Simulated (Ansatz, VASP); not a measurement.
**One calculation of Ta2N, two programs**

The input INCAR:

```
SYSTEM = Ta2N
ALGO     = Normal         ! electronic algorithm
EDIFF    = 1E-6           ! SCF threshold, eV
ENCUT    = 700            ! plane-wave cutoff, eV
GGA      = PS             ! functional
GGA_COMPAT= .False.      
ISIF     = 2              ! what is computed and relaxed
ISMEAR   = 0              ! smearing method
LASPH    = .True.         ! aspherical terms in the spheres
LCHARG   = .False.        ! write CHGCAR
LDAU     = .True.         ! DFT+U
LDAUJ    = 0 0          
LDAUL    = 2 -1           ! shell
LDAUPRINT= 1            
LDAUTYPE = 2            
LDAUU    = 2 0            ! U, eV
LMAXMIX  = 4              ! l up to which the mixer works
LREAL    = .False.        ! projectors in reciprocal space
LWAVE    = .False.        ! write WAVECAR
NBANDS   = 22             ! bands
NELM     = 200            ! most SCF steps
PREC     = Accurate       ! precision mode
SIGMA    = 0.1            ! smearing width, eV
```

Contents of KPOINTS:

```
k-points
0
Gamma
  10 10 6
  0 0 0
```

Contents of POSCAR:

```
Ta2N
1.0
    3.1128615060      0.0000000000      0.0000000000
   -1.5564307530      2.6958171426      0.0000000000
    0.0000000000      0.0000000000      4.8698410000
Ta N
2 1
Direct
    0.3333333333      0.6666666667      0.2547110000
    0.6666666667      0.3333333333      0.7452890000
    0.0000000000      0.0000000000      0.0000000000
```

Contents of input.yaml:

```yaml
crystal:
  lattice:
    - [3.112861506, 0.0, 0.0]
    - [-1.556430753, 2.6958171426, 0.0]
    - [0.0, 0.0, 4.869841]
  atoms:
    - { symbol: Ta, position: [0.3333333333, 0.6666666667, 0.254711] }
    - { symbol: Ta, position: [0.6666666667, 0.3333333333, 0.745289] }
    - { symbol: "N", position: [0.0, 0.0, 0.0] }
hamiltonian:
  xc: pbesol
  pseudopotentials: { kind: paw, partial_waves: polarizable }
  hubbard: { sites: [{ species: Ta, l: d, u_eff: 2.0 }], projectors: atomic }
kpoints:
  mp_grid: { grid: [10, 10, 6] }
scf:
  occupations: { method: gaussian, width: 0.1 }
output:
  forces: true
  stress: true
  eigenvalues: true
```

Alike in both runs: task single point; functional PBEsol; k mesh 10 × 10 × 6; occupations gaussian, width 0.1 eV; no spin polarisation; Hubbard terms Ta d U = 2.0 eV.

|  | VASP | Ansatz |
| --- | --- | --- |
| version | VASP 6.6.1 | Ansatz 0.2.0 |
| potentials or method | VASP PAW PBE potentials, release 64 (Ta_sv_GW, N) | Ansatz PAW polarizable |
| plane-wave cutoff (eV) | 700 | 420 |
| valence electrons in the cell | 31 | 31 |

```tsv
	VASP	Ansatz	Ansatz less VASP
gap on the k mesh at the Fermi level (eV)	none	none	-
pressure (GPa)	-3.6	-12.7	-9.15
traceless stress, the component that is largest in VASP (GPa)	1.80	0.46	-1.336
rms of the force components (eV/Å)	0.000	0.154	+0.1540
```

VASP's potentials were made for PBE, not for PBEsol. The programs project onto different local orbitals, so the same U acts differently, and such runs can settle in different states. Atom by atom the forces differ by 0.154 eV/Å (rms over components). A gap of «none» marks a metal or a gap that the smearing closes.

Neither program's run includes spin-orbit coupling.
